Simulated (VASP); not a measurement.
# SnO2 (Fd-3m) in VASP: single point with LDA

Aim: the single point of SnO2 with LDA.

All numbers are computed with VASP 6.6.1; they aren't measurements. Logs are shortened: lines on timing, memory, paths and dates and some standing lists are left out, and cuts for length are marked.

## 1. The cell of the first run

The structure is cubic, space group Fd-3m (No. 227). Conventional cell: a = 8.858 Å, b = 8.858 Å, c = 8.858 Å, α = 90.00°, β = 90.00°, γ = 90.00°. Sn (site symmetry -3m) has 6 O at 2.08 Å within 2.8 Å. Within 2.8 Å of O (site symmetry 3m) lie 3 Sn at 2.08 Å and 3 O at 2.74 Å.

## 2. Single point, LDA

Input file INCAR:

```
SYSTEM = SnO2
PREC = Accurate
ENCUT = 520
EDIFF = 1E-6
ISMEAR = 0
SIGMA = 0.05
LREAL = .FALSE.
LASPH = .TRUE.
NELM = 60
ALGO = Normal
ISIF = 2
LWAVE = .FALSE.
LCHARG = .FALSE.
GGA = CA
NBANDS = 64
```

Input file KPOINTS:

```
Automatic mesh
0
G
  6 6 6
  0 0 0
```

Input file POSCAR:

```
SnO2
1.0
    0.0000000000      4.4289551266      4.4289551266
    4.4289551266      0.0000000000      4.4289551266
    4.4289551266      4.4289551266      0.0000000000
Sn O
4 8
Direct
    0.1250000000      0.1250000000      0.6250000000
    0.6250000000      0.1250000000      0.1250000000
    0.1250000000      0.6250000000      0.1250000000
    0.1250000000      0.1250000000      0.1250000000
    0.8907311159      0.8907311159      0.8907311159
    0.8907311159      0.3278066522      0.8907311159
    0.8907311159      0.8907311159      0.3278066522
    0.3278066522      0.8907311159      0.8907311159
    0.9221933478      0.3592688841      0.3592688841
    0.3592688841      0.3592688841      0.9221933478
    0.3592688841      0.9221933478      0.3592688841
    0.3592688841      0.3592688841      0.3592688841
```

Potentials or basis: VASP PAW LDA potentials, release 64 (Sn_d, O).

Started as:

```console
> cat potpaw_LDA.64/Sn_d/POTCAR potpaw_LDA.64/O/POTCAR > POTCAR
> mpirun -np 1 vasp_std > vasp.out
```

OUTCAR:

```text
SYSTEM = SnO2
   PREC = Accurate
   ENCUT = 520
   EDIFF = 1E-6
   ISMEAR = 0
   LREAL = .FALSE.
   LASPH = .TRUE.
   NELM = 60
   ISIF = 2
   GGA = CA

 ion  position               nearest neighbor table
   1  0.125  0.125  0.625-   6 2.08   8 2.08   9 2.08  11 2.08   5 2.08  12 2.08   4 3.13   2 3.13
                             3 3.13   4 3.13   3 3.13   2 3.13
   2  0.625  0.125  0.125-   6 2.08   7 2.08  10 2.08  11 2.08   5 2.08  12 2.08   4 3.13   1 3.13
                             3 3.13   1 3.13   3 3.13   4 3.13
   3  0.125  0.625  0.125-   7 2.08   8 2.08   9 2.08  10 2.08   5 2.08  12 2.08   4 3.13   1 3.13
                             1 3.13   2 3.13   4 3.13   2 3.13
   4  0.125  0.125  0.125-   6 2.08   8 2.08   9 2.08  11 2.08  10 2.08   7 2.08   1 3.13   2 3.13
                             3 3.13   1 3.13   3 3.13   2 3.13
   5  0.891  0.891  0.891-   2 2.08   3 2.08   1 2.08
   6  0.891  0.328  0.891-   1 2.08   2 2.08   4 2.08
   7  0.891  0.891  0.328-   2 2.08   3 2.08   4 2.08
   8  0.328  0.891  0.891-   1 2.08   3 2.08   4 2.08
   9  0.922  0.359  0.359-   1 2.08   3 2.08   4 2.08
  10  0.359  0.359  0.922-   2 2.08   3 2.08   4 2.08
  11  0.359  0.922  0.359-   1 2.08   2 2.08   4 2.08
  12  0.359  0.359  0.359-   2 2.08   3 2.08   1 2.08

  LATTYP: Found a face centered cubic cell.
 ALAT       =     8.8579102532

  Lattice vectors:

 A1 = (   0.0000000000,   4.4289551266,   4.4289551266)
 A2 = (   4.4289551266,   0.0000000000,   4.4289551266)
 A3 = (   4.4289551266,   4.4289551266,   0.0000000000)

Analysis of symmetry for initial positions (statically):
=====================================================================
 Subroutine PRICEL returns:
 Original cell was already a primitive cell.

 Routine SETGRP: Setting up the symmetry group for a
 face centered cubic supercell.

 Subroutine GETGRP returns: Found 48 space group operations
 (whereof 24 operations were pure point group operations)
 out of a pool of 48 trial point group operations.

The static configuration has the point symmetry T_d .
 The point group associated with its full space group is O_h .

Analysis of symmetry for dynamics (positions and initial velocities):
=====================================================================
 Subroutine PRICEL returns:
 Original cell was already a primitive cell.

 Routine SETGRP: Setting up the symmetry group for a
 face centered cubic supercell.

 Subroutine GETGRP returns: Found 48 space group operations
 (whereof 24 operations were pure point group operations)
 out of a pool of 48 trial point group operations.

The dynamic configuration has the point symmetry T_d .
 The point group associated with its full space group is O_h .

 Subroutine INISYM returns: Found 48 space group operations
 (whereof 24 operations are pure point group operations),
 and found     1 'primitive' translations

----------------------------------------------------------------------------------------

                                     Primitive cell

  volume of cell :     173.7536

  direct lattice vectors                    reciprocal lattice vectors
     0.000000000  4.428955127  4.428955127    -0.112893445  0.112893445  0.112893445
     4.428955127  0.000000000  4.428955127     0.112893445 -0.112893445  0.112893445
     4.428955127  4.428955127  0.000000000     0.112893445  0.112893445 -0.112893445

  length of vectors
     6.263488407  6.263488407  6.263488407     0.195537182  0.195537182  0.195537182

  position of ions in fractional coordinates (direct lattice)
     0.125000000  0.125000000  0.625000000
     0.625000000  0.125000000  0.125000000
     0.125000000  0.625000000  0.125000000
     0.125000000  0.125000000  0.125000000
     0.890731116  0.890731116  0.890731116
     0.890731116  0.327806652  0.890731116
     0.890731116  0.890731116  0.327806652
     0.327806652  0.890731116  0.890731116
     0.922193348  0.359268884  0.359268884
     0.359268884  0.359268884  0.922193348
     0.359268884  0.922193348  0.359268884
     0.359268884  0.359268884  0.359268884

  ion indices of the primitive-cell ions
   primitive index   ion index
                 1           1
                 2           2
                 3           3
                 4           4
                 5           5
                 6           6
                 7           7
                 8           8
                 9           9
                10          10
                11          11
                12          12

----------------------------------------------------------------------------------------

 KPOINTS: Automatic mesh

Automatic generation of k-mesh.
 Grid dimensions read from file:
 generate k-points for:    6    6    6

 Generating k-lattice:

  Cartesian coordinates                     Fractional coordinates (reciprocal lattice)
    -0.018815574  0.018815574  0.018815574     0.166666667  0.000000000  0.000000000
     0.018815574 -0.018815574  0.018815574     0.000000000  0.166666667  0.000000000
     0.018815574  0.018815574 -0.018815574     0.000000000  0.000000000  0.166666667

  Length of vectors
     0.032589530  0.032589530  0.032589530

  Shift w.r.t. Gamma in fractional coordinates (k-lattice)
     0.000000000  0.000000000  0.000000000

 Subroutine IBZKPT returns following result:
 ===========================================

 Found     16 irreducible k-points:

 Following reciprocal coordinates:
            Coordinates               Weight
  0.000000  0.000000  0.000000      1.000000
  0.166667  0.000000  0.000000      8.000000
  0.333333  0.000000  0.000000      8.000000
  0.500000  0.000000  0.000000      4.000000
  0.166667  0.166667  0.000000      6.000000
  0.333333  0.166667  0.000000     24.000000
[... 8 lines left out ...]
 -0.333333  0.333333  0.166667     24.000000
 -0.333333  0.500000  0.166667     12.000000
   k-points           NKPTS =     16   k-points in BZ     NKDIM =     16   number of bands    NBANDS=     64
   number of dos      NEDOS =    301   number of ions     NIONS =     12
   total plane-waves  NPLWV = 110592
   dimension x,y,z NGX =    48 NGY =   48 NGZ =   48
   dimension x,y,z NGXF=    96 NGYF=   96 NGZF=   96
   ions per type =               4   8
   NGX,Y,Z   is equivalent  to a cutoff of  12.74, 12.74, 12.74 a.u.
   NGXF,Y,Z  is equivalent  to a cutoff of  25.48, 25.48, 25.48 a.u.
 SYSTEM =  SnO2
   PREC   = accura    normal or accurate (medium, high low for compatibility)
   ISTART =      0    job   : 0-new  1-cont  2-samecut
   ICHARG =      2    charge: 1-file 2-atom 10-const
   ISPIN  =      1    spin polarized calculation?
   LNONCOLLINEAR =      F non collinear calculations
   LSORBIT =      F    spin-orbit coupling
   LASPH  =      T    aspherical Exc in radial PAW
   ENCUT  =  520.0 eV  38.22 Ry    6.18 a.u.  11.65 11.65 11.65*2*pi/ulx,y,z
   NELM   =     60;   NELMIN=  2; NELMDL= -5     # of ELM steps
   EDIFF  = 0.1E-05   stopping-criterion for ELM
   LREAL  =      F    real-space projection
   EDIFFG = 0.1E-04   stopping-criterion for IOM
   NSW    =      0    number of steps for IOM
   IBRION =     -1    ionic relax: 0-MD 1-quasi-New 2-CG
   NFREE  =      0    steps in history (QN), initial steepest desc. (CG)
   ISIF   =      2    stress and relaxation
   ISYM   =      2    0-nonsym 1-usesym 2-fastsym
   POTIM  = 0.5000    time-step for ionic-motion
   TEBEG  =    0.0;   TEEND  =   0.0 temperature during run
   PSTRESS=    0.0 pullay stress
   NELECT =     104.0000    total number of electrons
   NUPDOWN=      -1.0000    fix difference up-down
   EMIN   =  10.00;   EMAX   =-10.00  energy-range for DOS
   EFERMI =   0.00;   METHOD = LEGACY
   ISMEAR =     0;   SIGMA  =   0.05  broadening in eV -4-tet -1-fermi 0-gaus
   EFERMI_NEDOS =   21; number of points for ismear=-14 and -15
   IALGO  =     38    algorithm
   IMIX   =      4    mixing-type and parameters
     AMIX     =   0.40;   BMIX     =  1.00
     AMIX_MAG =   1.60;   BMIX_MAG =  1.00
  volume/ion in A,a.u.               =      14.48        97.71
  Fermi-wavevector in a.u.,A,eV,Ry     =   1.379668  2.607195 25.898478  1.903484
  Thomas-Fermi vector in A             =   2.504616
   LORBIT       =      0    0 simple, 1 ext, 2 COOP (PROOUT), +10 PAW based schemes
   GGA     = CA    functional components
   LHFCALC =     F    Hartree Fock is set to
   AEXX    =    0.0000 exact exchange contribution
   IVDW    =     0    specifies the selected vdW correction
   LEPSILON=     F    determine dielectric tensor
   LRPA    =     F    only Hartree local field effects (RPA)
 non-spin polarized calculation
 Gauss-broadening in eV      SIGMA  =   0.05
  energy-cutoff  :      520.00
  volume of cell :      173.75
 maximum number of plane-waves:      4720
 NGX is ok and might be reduce to    48
   NGX = 23   NGY = 23   NGZ = 23

 number of electron     104.0000013 magnetization

 Free energy of the ion-electron system (eV)
  ---------------------------------------------------
  ext. energy  EPLUGINS =         0.00000000
  ---------------------------------------------------
  free energy    TOTEN  =       -81.37334351 eV

  energy without entropy =      -81.37334351  energy(sigma->0) =      -81.37334351

 E-fermi :   3.1340     XC(G=0): -10.4286

 val. band max:        2.8356499542   @ k =   0.0000   0.0000   0.0000
 cond. band min:       4.9016564214   @ k =   0.0000   0.0000   0.0000
 fundamental gap:      2.0660064672
 Fermi energy:         3.1339557921

 k-point     1 :       0.0000    0.0000    0.0000
  band No.  band energies     occupation
      1     -17.8014      2.00000
      2     -17.8014      2.00000
      3     -17.8014      2.00000
      4     -17.2348      2.00000
      5     -16.9146      2.00000
      6     -16.9146      2.00000
[... 1061 lines left out ...]
     63      13.2006      0.00000
     64      13.2012      0.00000

------------------------ aborting loop because EDIFF is reached ----------------------------------------

  FORCE on cell =-STRESS in cart. coord.  units (eV):
  Direction    XX          YY          ZZ          XY          YZ          ZX
  --------------------------------------------------------------------------------------
  -------------------------------------------------------------------------------------
  Total        1.2203052      1.2203052      1.2203052      0.0000000      0.0000000      0.0000000
  in kB       11.2524013     11.2524013     11.2524013      0.0000000      0.0000000      0.0000000
  external PRESSURE =      11.2524013 kB  Pullay stress =       0.0000000 kB

 VOLUME and BASIS-vectors are now :
 -----------------------------------------------------------------------------
  energy-cutoff  :      520.00
  volume of cell :      173.75
      direct lattice vectors                 reciprocal lattice vectors
     0.000000000  4.428955127  4.428955127    -0.112893445  0.112893445  0.112893445
     4.428955127  0.000000000  4.428955127     0.112893445 -0.112893445  0.112893445
     4.428955127  4.428955127  0.000000000     0.112893445  0.112893445 -0.112893445

 POSITION                                       TOTAL-FORCE (eV/Angst)
 -----------------------------------------------------------------------------------
      3.32172      3.32172      1.10724        -0.000000     -0.000000     -0.000000
      1.10724      3.32172      3.32172        -0.000000     -0.000000     -0.000000
      3.32172      1.10724      3.32172        -0.000000     -0.000000     -0.000000
      1.10724      1.10724      1.10724        -0.000000     -0.000000     -0.000000
      7.89002      7.89002      7.89002        -0.057435     -0.057435     -0.057435
      5.39685      7.89002      5.39685         0.057435     -0.057435      0.057435
      5.39685      5.39685      7.89002         0.057435      0.057435     -0.057435
      7.89002      5.39685      5.39685        -0.057435      0.057435      0.057435
      3.18237      5.67554      5.67554         0.057435     -0.057435     -0.057435
      5.67554      5.67554      3.18237        -0.057435     -0.057435      0.057435
      5.67554      3.18237      5.67554        -0.057435      0.057435     -0.057435
      3.18237      3.18237      3.18237         0.057435      0.057435      0.057435
 -----------------------------------------------------------------------------------
    total drift:                               -0.000000     -0.000000      0.000000

  FREE ENERGIE OF THE ION-ELECTRON SYSTEM (eV)
  ---------------------------------------------------
  free  energy   TOTEN  =       -81.3733435135 eV

  energy  without entropy=      -81.3733435135  energy(sigma->0) =      -81.37334351
```

Run time: 6.4 min. Hardware: 1 thread of Intel Xeon 8259CL, shared host; peak memory 0.33 GiB.

What came out:

| Item | Value |
| --- | --- |
| Free energy | -81.3733 eV |
| Pressure | 1.1 GPa |
| Largest force | 0.099 eV/Å |
| Band gap on the k mesh | 2.07 eV, direct |

Forces in eV/Å, atoms in the order of the input:
```
Sn   0.000  0.000  0.000
Sn   0.000  0.000  0.000
Sn   0.000  0.000  0.000
Sn   0.000  0.000  0.000
O   -0.057 -0.057 -0.057
O    0.057 -0.057  0.057
O    0.057  0.057 -0.057
O   -0.057  0.057  0.057
O    0.057 -0.057 -0.057
O   -0.057 -0.057  0.057
O   -0.057  0.057 -0.057
O    0.057  0.057  0.057
```

Caveat: spin-orbit coupling is left out, which moves the levels of the heavy elements. A k mesh can miss the band edges.
